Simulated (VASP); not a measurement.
Tc, 2 atoms in the cell. The structure is hexagonal, space group P6_3/mmc (No. 194). The conventional cell has a = 2.758 Å, b = 2.758 Å, c = 4.427 Å, α = 90.00°, β = 90.00°, γ = 120.00°. Tc (site symmetry -6m2) has 12 Tc at 2.73 to 2.76 Å within 3.6 Å. 

```yaml
Program: VASP 6.6.1
Task: single point
Functional: r2SCAN
Potentials_or_basis: VASP PAW PBE potentials, release 64 (Tc_pv)
Cutoff: 520 eV
k_mesh: 11 × 11 × 6
Occupations: fermi-dirac, width 0.05 eV
Spin: no spin polarisation
Dipole_correction: no
Further_INCAR_settings: ALGO = Normal; EDIFF = 1e-06; NBANDS = 20
```

Potentials or basis: VASP PAW PBE potentials, release 64 (Tc_pv).

Run with:

```bash
$ cat potpaw_PBE.64/Tc_pv/POTCAR > POTCAR
$ cp INCAR.step1 INCAR
$ mpirun -np 1 vasp_std > vasp.out
$ cp INCAR.step2 INCAR
$ mpirun -np 1 vasp_std > vasp.out
```

Hardware: 1 thread of Intel(R) Xeon(R) Platinum 8488C (Sapphire Rapids) (shared host).

Problem. How long does it take, and how much memory?

Solution. Wall time 75 s on 1 thread of Intel(R) Xeon(R) Platinum 8488C (Sapphire Rapids) (shared host), peak memory 0.17 GiB. Counts: k points 64.
